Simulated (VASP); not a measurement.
A run of VASP 6.6.1 is set up as follows.

File POSCAR:

```
Al
1.0
    2.8237643225      0.0000000000      0.0000000000
   -1.4118821612      2.4454516376      0.0000000000
    0.0000000000      0.0000000000     16.0000000000
Al
1
Direct
    0.0000000000      0.0000000000      0.5000000000
```

INCAR.step1

```
PREC     = Accurate       # precision mode
ENCUT    = 520            # plane-wave cutoff, eV
ISMEAR   = -1             # smearing method
SIGMA    = 0.08           # smearing width, eV
LREAL    = F              # projectors in reciprocal space
LASPH    = T              # aspherical terms in the spheres
NELM     = 80             # most SCF steps
LDIPOL   = T            
IDIPOL   = 3            
DIPOL    = 0.5 0.5 0.500
NBANDS   = 8              # bands
EFIELD   = -0.1         
GGA      = PE             # functional
ALGO     = Normal         # electronic algorithm
EDIFF    = 1E-4           # SCF threshold, eV
LWAVE    = T              # write WAVECAR
LCHARG   = F              # write CHGCAR
```

Contents of INCAR.step2:

```
PREC     = Accurate       # precision mode
ENCUT    = 520            # plane-wave cutoff, eV
EDIFF    = 1E-7           # SCF threshold, eV
ISMEAR   = -1             # smearing method
SIGMA    = 0.08           # smearing width, eV
LREAL    = F              # projectors in reciprocal space
LASPH    = T              # aspherical terms in the spheres
NELM     = 80             # most SCF steps
ALGO     = Normal         # electronic algorithm
ISIF     = 2              # what is computed and relaxed
LWAVE    = F              # write WAVECAR
LCHARG   = T              # write CHGCAR
LDIPOL   = T            
IDIPOL   = 3            
DIPOL    = 0.5 0.5 0.500
METAGGA  = R2SCAN         # meta-GGA
LMIXTAU  = T            
LELF     = T              # ELF
LVHAR    = T            
LVACPOTAV= T            
NBANDS   = 8              # bands
EFIELD   = -0.1         
ISTART   = 1
```

KPOINTS

```
regular mesh
0
Gamma
  17 17 1
```

Potentials or basis: VASP PAW PBE potentials, release 64 (Al).

Launch:

```sh
$ cat potpaw_PBE.64/Al/POTCAR > POTCAR
$ cp INCAR.step1 INCAR
$ mpirun -np 1 vasp_std > vasp.out
$ cp INCAR.step2 INCAR
$ mpirun -np 1 vasp_std > vasp.out
```

(1) Predict the band gap on the k mesh.

## Answers

(1) zero (an odd number of electrons rules out a gap without spin polarisation).
